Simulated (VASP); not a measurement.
# MoSe (P6_3/mmc) in VASP: single point with r2SCAN+U

Aim: the single point of MoSe with r2SCAN+U.

Everything below comes from runs of VASP 6.6.1. Logs are shortened: lines on timing, memory, paths and dates and some standing lists are left out, and cuts for length are marked.

**1. The cell of the first run**

Symmetry: P6_3/mmc, No. 194, hexagonal system. Conventional cell: a = 3.995 Å, b = 3.995 Å, c = 6.834 Å, α = 90.00°, β = 90.00°, γ = 120.00°. Within 3.8 Å of Mo (site symmetry -3m) lie 6 Se at 2.87 Å and 2 Mo at 3.42 Å. Within 3.8 Å of Se (site symmetry -6m2) lie 6 Mo at 2.87 Å.

**2. Single point, r2SCAN+U, collinear spin, ferromagnetic start**

POSCAR

```
MoSe
1.0
    3.9949497192      0.0000000000      0.0000000000
   -1.9974748596      3.4597279437      0.0000000000
    0.0000000000      0.0000000000      6.8337020852
Mo Se
2 2
Direct
    0.0000000000      0.0000000000      0.0000000000
    0.0000000000      0.0000000000      0.5000000000
    0.3333333333      0.6666666667      0.2500000000
    0.6666666667      0.3333333333      0.7500000000
```

INCAR.step1

```
SYSTEM = MoSe
ALGO     = Normal         ! electronic algorithm
EDIFF    = 1E-4           ! SCF threshold, eV
ENCUT    = 520            ! plane-wave cutoff, eV
GGA      = PE             ! functional
ISMEAR   = 0              ! smearing method
ISPIN    = 2              ! spin polarisation
LASPH    = .True.         ! aspherical terms in the spheres
LCHARG   = .False.        ! write CHGCAR
LDAU     = .True.         ! DFT+U
LDAUJ    = 0 0          
LDAUL    = 2 -1           ! shell
LDAUTYPE = 2            
LDAUU    = 4.38 0         ! U, eV
LMAXMIX  = 4              ! l up to which the mixer works
LREAL    = .False.        ! projectors in reciprocal space
LWAVE    = .True.         ! write WAVECAR
MAGMOM   = 2.31 2.31 0 0  ! initial moments
NBANDS   = 32             ! bands
NELM     = 150            ! most SCF steps
PREC     = Accurate       ! precision mode
SIGMA    = 0.1            ! smearing width, eV
```

INCAR.step2

```
SYSTEM = MoSe
ALGO     = Normal         ! electronic algorithm
EDIFF    = 1E-6           ! SCF threshold, eV
ENCUT    = 520            ! plane-wave cutoff, eV
ISIF     = 2              ! what is computed and relaxed
ISMEAR   = 0              ! smearing method
ISPIN    = 2              ! spin polarisation
ISTART   = 1            
LASPH    = .True.         ! aspherical terms in the spheres
LCHARG   = .False.        ! write CHGCAR
LDAU     = .True.         ! DFT+U
LDAUJ    = 0 0          
LDAUL    = 2 -1           ! shell
LDAUPRINT= 1            
LDAUTYPE = 2            
LDAUU    = 4.38 0         ! U, eV
LMAXMIX  = 4              ! l up to which the mixer works
LMIXTAU  = .True.       
LORBIT   = 11             ! projections on sites
LREAL    = .False.        ! projectors in reciprocal space
LWAVE    = .False.        ! write WAVECAR
MAGMOM   = 2.31 2.31 0 0  ! initial moments
METAGGA  = R2SCAN         ! meta-GGA
NBANDS   = 32             ! bands
NELM     = 150            ! most SCF steps
PREC     = Accurate       ! precision mode
SIGMA    = 0.1            ! smearing width, eV
```

KPOINTS

```
k-points
0
Gamma
  6 6 4
  0 0 0
```

Potentials or basis: VASP PAW PBE potentials, release 64 (Mo_sv, Se).

Launch:

```sh
cat potpaw_PBE.64/Mo_sv/POTCAR potpaw_PBE.64/Se/POTCAR > POTCAR
cp INCAR.step1 INCAR
mpirun -np 1 vasp_std > vasp.out
cp INCAR.step2 INCAR
mpirun -np 1 vasp_std > vasp.out
```

OUTCAR:

```text
SYSTEM = MoSe
   EDIFF = 1E-6
   ENCUT = 520
   ISIF = 2
   ISMEAR = 0
   ISPIN = 2
   ISTART = 1
   LASPH = .True.
   LORBIT = 11
   LREAL = .False.
   METAGGA = R2SCAN
   NELM = 150
   PREC = Accurate

 ion  position               nearest neighbor table
   1  0.000  0.000  0.000-   3 2.87   4 2.87   4 2.87   3 2.87   4 2.87   3 2.87   2 3.42   2 3.42

   2  0.000  0.000  0.500-   3 2.87   4 2.87   4 2.87   3 2.87   4 2.87   3 2.87   1 3.42   1 3.42

   3  0.333  0.667  0.250-   1 2.87   2 2.87   1 2.87   2 2.87   1 2.87   2 2.87
   4  0.667  0.333  0.750-   1 2.87   2 2.87   1 2.87   2 2.87   1 2.87   2 2.87

  LATTYP: Found a hexagonal cell.
 ALAT       =     3.9949497192
 C/A-ratio  =     1.7105852553

  Lattice vectors:

 A1 = (   3.9949497192,   0.0000000000,   0.0000000000)
 A2 = (  -1.9974748596,   3.4597279437,   0.0000000000)
 A3 = (   0.0000000000,   0.0000000000,   6.8337020852)

Analysis of symmetry for initial positions (statically):
=====================================================================
 Subroutine PRICEL returns:
 Original cell was already a primitive cell.

 Routine SETGRP: Setting up the symmetry group for a
 hexagonal supercell.

 Subroutine GETGRP returns: Found 24 space group operations
 (whereof 12 operations were pure point group operations)
 out of a pool of 24 trial point group operations.

The static configuration has the point symmetry D_3d.
 The point group associated with its full space group is D_6h.

Analysis of symmetry for dynamics (positions and initial velocities):
=====================================================================
 Subroutine PRICEL returns:
 Original cell was already a primitive cell.

 Routine SETGRP: Setting up the symmetry group for a
 hexagonal supercell.

 Subroutine GETGRP returns: Found 24 space group operations
 (whereof 12 operations were pure point group operations)
 out of a pool of 24 trial point group operations.

The dynamic configuration has the point symmetry D_3d.
 The point group associated with its full space group is D_6h.

Analysis of structural, dynamic, and magnetic symmetry:
=====================================================================
 Subroutine PRICEL returns:
 Original cell was already a primitive cell.

 Routine SETGRP: Setting up the symmetry group for a
 hexagonal supercell.

 Subroutine GETGRP returns: Found 24 space group operations
 (whereof 12 operations were pure point group operations)
 out of a pool of 24 trial point group operations.

The overall configuration has the point symmetry D_3d.
 The point group associated with its full space group is D_6h.

 Subroutine INISYM returns: Found 24 space group operations
 (whereof 12 operations are pure point group operations),
 and found     1 'primitive' translations

----------------------------------------------------------------------------------------

                                     Primitive cell

  volume of cell :      94.4516

  direct lattice vectors                    reciprocal lattice vectors
     3.994949719  0.000000000  0.000000000     0.250316042  0.144520034  0.000000000
    -1.997474860  3.459727944  0.000000000     0.000000000  0.289040068  0.000000000
     0.000000000  0.000000000  6.833702085     0.000000000  0.000000000  0.146333567

  length of vectors
     3.994949719  3.994949719  6.833702085     0.289040068  0.289040068  0.146333567

  position of ions in fractional coordinates (direct lattice)
     0.000000000  0.000000000  0.000000000
     0.000000000  0.000000000  0.500000000
[... 138 lines left out ...]
 -0.0000 -0.0264  0.0000  0.0000  0.0285

 occupancies and eigenvectors

  o =  0.0109  v =  0.0000  0.0000  0.0000  0.0000  0.0000 -0.8326  0.0000  0.0000 -0.5539 -0.0000      0.0000  0.0000  0.0000  0.0000  0.0000  0.0000  0.0000  0.0000  0.0000  0.0000
  o =  0.0109  v =  0.0000  0.0000  0.0000  0.0000  0.0000  0.0000  0.5539 -0.0000  0.0000  0.8326      0.0000  0.0000  0.0000  0.0000  0.0000  0.0000  0.0000  0.0000  0.0000  0.0000
  o =  0.0142  v =  0.0000  0.0000  0.0000  0.0000  0.0000  0.0000  0.0000  1.0000  0.0000  0.0000      0.0000  0.0000  0.0000  0.0000  0.0000  0.0000  0.0000  0.0000  0.0000  0.0000
  o =  0.0682  v =  0.0000  0.0000  0.0000  0.0000  0.0000 -0.5539  0.0000 -0.0000  0.8326  0.0000      0.0000  0.0000  0.0000  0.0000  0.0000  0.0000  0.0000  0.0000  0.0000  0.0000
  o =  0.0682  v =  0.0000  0.0000  0.0000  0.0000  0.0000  0.0000 -0.8326  0.0000  0.0000  0.5539      0.0000  0.0000  0.0000  0.0000  0.0000  0.0000  0.0000  0.0000  0.0000  0.0000
  o =  0.6211  v =  0.5379  0.0000  0.0000 -0.8430  0.0000  0.0000  0.0000  0.0000  0.0000  0.0000      0.0000  0.0000  0.0000  0.0000  0.0000  0.0000  0.0000  0.0000  0.0000  0.0000
  o =  0.6211  v =  0.0000 -0.8430 -0.0000  0.0000  0.5379  0.0000  0.0000  0.0000  0.0000  0.0000      0.0000  0.0000  0.0000  0.0000  0.0000  0.0000  0.0000  0.0000  0.0000  0.0000
  o =  0.8481  v = -0.8430  0.0000  0.0000 -0.5379  0.0000  0.0000  0.0000  0.0000  0.0000  0.0000      0.0000  0.0000  0.0000  0.0000  0.0000  0.0000  0.0000  0.0000  0.0000  0.0000
  o =  0.8481  v =  0.0000 -0.5379  0.0000  0.0000 -0.8430  0.0000  0.0000  0.0000  0.0000  0.0000      0.0000  0.0000  0.0000  0.0000  0.0000  0.0000  0.0000  0.0000  0.0000  0.0000
  o =  0.8574  v =  0.0000  0.0000  1.0000  0.0000  0.0000  0.0000  0.0000  0.0000  0.0000  0.0000      0.0000  0.0000  0.0000  0.0000  0.0000  0.0000  0.0000  0.0000  0.0000  0.0000

atom =   2  type =  1  l = 2

 onsite density matrix

spin component  1

  0.7824 -0.0000 -0.0000 -0.1029 -0.0000
 -0.0000  0.6868 -0.0000  0.0000 -0.1029
 -0.0000 -0.0000  0.8574  0.0000  0.0000
 -0.1029  0.0000  0.0000  0.6868 -0.0000
 -0.0000 -0.1029  0.0000 -0.0000  0.7824

spin component  2

  0.0285 -0.0000  0.0000  0.0264  0.0000
 -0.0000  0.0506  0.0000 -0.0000  0.0264
  0.0000  0.0000  0.0142 -0.0000  0.0000
  0.0264 -0.0000 -0.0000  0.0506  0.0000
  0.0000  0.0264  0.0000  0.0000  0.0285

 occupancies and eigenvectors

  o =  0.0109  v =  0.0000  0.0000  0.0000  0.0000  0.0000 -0.8326  0.0000  0.0000  0.5539 -0.0000      0.0000  0.0000  0.0000  0.0000  0.0000  0.0000  0.0000  0.0000  0.0000  0.0000
  o =  0.0109  v =  0.0000  0.0000  0.0000  0.0000  0.0000 -0.0000 -0.5539 -0.0000  0.0000  0.8326      0.0000  0.0000  0.0000  0.0000  0.0000  0.0000  0.0000  0.0000  0.0000  0.0000
  o =  0.0142  v =  0.0000  0.0000  0.0000  0.0000  0.0000 -0.0000  0.0000 -1.0000  0.0000 -0.0000      0.0000  0.0000  0.0000  0.0000  0.0000  0.0000  0.0000  0.0000  0.0000  0.0000
  o =  0.0682  v =  0.0000  0.0000  0.0000  0.0000  0.0000  0.5539 -0.0000 -0.0000  0.8326  0.0000      0.0000  0.0000  0.0000  0.0000  0.0000  0.0000  0.0000  0.0000  0.0000  0.0000
  o =  0.0682  v =  0.0000  0.0000  0.0000  0.0000  0.0000  0.0000  0.8326  0.0000  0.0000  0.5539      0.0000  0.0000  0.0000  0.0000  0.0000  0.0000  0.0000  0.0000  0.0000  0.0000
  o =  0.6211  v =  0.5379  0.0000  0.0000  0.8430  0.0000  0.0000  0.0000  0.0000  0.0000  0.0000      0.0000  0.0000  0.0000  0.0000  0.0000  0.0000  0.0000  0.0000  0.0000  0.0000
  o =  0.6211  v =  0.0000 -0.8430  0.0000  0.0000 -0.5379  0.0000  0.0000  0.0000  0.0000  0.0000      0.0000  0.0000  0.0000  0.0000  0.0000  0.0000  0.0000  0.0000  0.0000  0.0000
  o =  0.8481  v = -0.8430  0.0000  0.0000  0.5379  0.0000  0.0000  0.0000  0.0000  0.0000  0.0000      0.0000  0.0000  0.0000  0.0000  0.0000  0.0000  0.0000  0.0000  0.0000  0.0000
  o =  0.8481  v =  0.0000 -0.5379 -0.0000  0.0000  0.8430  0.0000  0.0000  0.0000  0.0000  0.0000      0.0000  0.0000  0.0000  0.0000  0.0000  0.0000  0.0000  0.0000  0.0000  0.0000
  o =  0.8574  v =  0.0000 -0.0000  1.0000 -0.0000  0.0000  0.0000  0.0000  0.0000  0.0000  0.0000      0.0000  0.0000  0.0000  0.0000  0.0000  0.0000  0.0000  0.0000  0.0000  0.0000

 number of electron      39.9999999 magnetization       7.9999659

 Free energy of the ion-electron system (eV)
  ---------------------------------------------------
  ext. energy  EPLUGINS =         0.00000000
  ---------------------------------------------------
  free energy    TOTEN  =       -74.22910931 eV

  energy without entropy =      -74.22487853  energy(sigma->0) =      -74.22699392

 E-fermi :   6.4632     XC(G=0): -10.6620

 val. band max:        6.4024091427   @ k =   0.5000   0.0000   0.5000
 cond. band min:       6.4710509917   @ k =   0.1667   0.1667   0.2500
 fundamental gap:      0.0686418490
 Fermi energy:         6.4632421553

 spin component 1

 k-point     1 :       0.0000    0.0000    0.0000
  band No.  band energies     occupation
      1     -57.7344      1.00000
      2     -57.7269      1.00000
      3     -31.4119      1.00000
      4     -31.3160      1.00000
      5     -31.3160      1.00000
      6     -31.3049      1.00000
[... 724 lines left out ...]
     31      14.0464      0.00000
     32      14.0464      0.00000
 Fermi energy:         6.4632421553

 spin component 2

 k-point     1 :       0.0000    0.0000    0.0000
  band No.  band energies     occupation
      1     -54.7621      1.00000
      2     -54.7553      1.00000
      3     -28.0378      1.00000
      4     -27.9213      1.00000
      5     -27.9197      1.00000
      6     -27.9197      1.00000
[... 724 lines left out ...]
     31      15.3710      0.00000
     32      15.3710      0.00000

------------------------ aborting loop because EDIFF is reached ----------------------------------------

  FORCE on cell =-STRESS in cart. coord.  units (eV):
  Direction    XX          YY          ZZ          XY          YZ          ZX
  --------------------------------------------------------------------------------------
  -------------------------------------------------------------------------------------
  Total       -0.5594607     -0.5594607     -0.6422635      0.0000000      0.0000000     -0.0000000
  in kB       -9.4901009     -9.4901009    -10.8946806      0.0000000      0.0000000     -0.0000000
  external PRESSURE =      -9.9582941 kB  Pullay stress =       0.0000000 kB

 VOLUME and BASIS-vectors are now :
 -----------------------------------------------------------------------------
  energy-cutoff  :      520.00
  volume of cell :       94.45
      direct lattice vectors                 reciprocal lattice vectors
     3.994949719  0.000000000  0.000000000     0.250316042  0.144520034  0.000000000
    -1.997474860  3.459727944  0.000000000     0.000000000  0.289040068  0.000000000
     0.000000000  0.000000000  6.833702085     0.000000000  0.000000000  0.146333567

 POSITION                                       TOTAL-FORCE (eV/Angst)
 -----------------------------------------------------------------------------------
      0.00000      0.00000      0.00000         0.000000      0.000000      0.000000
      0.00000      0.00000      3.41685         0.000000      0.000000      0.000000
     -0.00000      2.30649      1.70843         0.000000     -0.000000     -0.000000
      1.99747      1.15324      5.12528        -0.000000      0.000000      0.000000
 -----------------------------------------------------------------------------------
    total drift:                               -0.000000      0.000000      0.000000

  FREE ENERGIE OF THE ION-ELECTRON SYSTEM (eV)
  ---------------------------------------------------
  free  energy   TOTEN  =       -74.2291093079 eV

  energy  without entropy=      -74.2248785342  energy(sigma->0) =      -74.22699392

 total charge

# of ion       s       p       d       tot
------------------------------------------
    1        2.169   6.051   3.934  12.154
    2        2.169   6.051   3.934  12.154
    3        1.454   2.413   0.031   3.897
    4        1.454   2.413   0.031   3.897
--------------------------------------------------
tot          7.246  16.928   7.929  32.103

 magnetization (x)

# of ion       s       p       d       tot
------------------------------------------
    1        0.062   0.031   3.597   3.690
    2        0.062   0.031   3.597   3.690
    3        0.025  -0.187   0.024  -0.137
    4        0.025  -0.187   0.024  -0.137
--------------------------------------------------
tot          0.176  -0.311   7.242   7.107
```

Wall time 8.6 min (1 thread of Oxide Virtual Turin-like, shared host); peak memory 0.28 GiB.

What came out:

| Property | Result |
| --- | --- |
| Free energy | -74.2291 eV |
| Pressure | -1.0 GPa |
| Band gap on the k mesh | zero (filled and empty bands overlap) |
| Net moment | 8.00 μB per cell |
| Site moments | Mo +3.69; Se -0.14 μB |
| Valence electrons inside the program's atomic spheres | Mo 12.15; Se 3.90 |

Stress tensor (GPa, compression positive):
```
-0.95  0.00  0.00
 0.00 -0.95  0.00
 0.00  0.00 -1.09
```

Levels at points of the mesh, in eV from the Fermi level:
Spin up:
```
           k point  band 20  band 21  band 22  band 23  band 24  band 25  band 26  band 27  band 28  band 29
(0.00, 0.00, 0.00)    -2.21    -2.21    -1.92    -1.92    -1.59     0.51     1.68     1.68     2.59     6.17
(0.50, 0.00, 0.00)    -2.73    -2.49    -2.28    -1.87    -0.83     0.91     1.79     2.93     3.86     4.74
(0.00, 0.00, 0.50)    -3.29    -2.98    -2.98     0.32     0.32     0.32     0.32     2.98     2.98     6.12
(0.50, 0.00, 0.50)    -2.75    -2.46    -2.46    -0.06    -0.06     0.46     0.46     2.11     2.11     6.36
```
Spin down:
| k point | band 13 | band 14 | band 15 | band 16 | band 17 | band 18 | band 19 | band 20 |
| --- | --- | --- | --- | --- | --- | --- | --- | --- |
| (0.00, 0.00, 0.00) | -3.60 | -2.64 | -2.36 | -2.36 | 0.89 | 2.17 | 2.17 | 2.18 |
| (0.50, 0.00, 0.00) | -4.26 | -4.24 | -3.76 | -3.41 | 0.52 | 2.21 | 3.28 | 3.89 |
| (0.00, 0.00, 0.50) | -3.08 | -3.08 | -3.08 | -3.08 | 2.14 | 2.14 | 2.86 | 2.86 |
| (0.50, 0.00, 0.50) | -3.88 | -3.88 | -3.59 | -3.59 | 1.49 | 1.49 | 3.29 | 3.29 |

Eigenvalues of the final occupation matrices:
| site | spin | trace | eigenvalues |
| --- | --- | --- | --- |
| site 1 d | 1 | 3.80 | 0.62 0.62 0.85 0.85 0.86 |
| site 1 d | 2 | 0.17 | 0.01 0.01 0.01 0.07 0.07 |
| site 2 d | 1 | 3.80 | 0.62 0.62 0.85 0.85 0.86 |
| site 2 d | 2 | 0.17 | 0.01 0.01 0.01 0.07 0.07 |

Caveat: the PAW data sets were made with another functional, which shifts forces and pressure a little. The state reached can hang on the start; a lower one may exist.
